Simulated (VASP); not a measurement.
Runs of VASP 6.6.1 on Si. The structure is that of space group Fd-3m (No. 227), or close to it. The cells are those of the table. 

| task | cell | cutoff (eV) | gap on the mesh (eV) | pressure (GPa) |
| --- | --- | --- | --- | --- |
| single point | a = 3.841 Å, angles 60.0°, 2 atoms | 520 | 0.62 | 1.8 |
| single point | a = 3.867 Å, angles 60.0°, 2 atoms | 520 | 0.65 | 0.0 |
| single point | a = 3.893 Å, angles 60.0°, 2 atoms | 520 | (a) | -1.7 |
| relaxation of cell and atoms | relaxed from a = 3.840 Å, angles 60.0°, 2 atoms | 600 | 0.65 | 0.0 |

Alike in all rows: level PBE; potentials or basis VASP PAW PBE potentials, release 64 (Si); no spin polarisation; k mesh 8 × 8 × 8; smearing fermi-dirac 0.05 eV.

Problem. Fill in the values left out.

Solution. (a) 0.68.

A k mesh can miss the band edges.
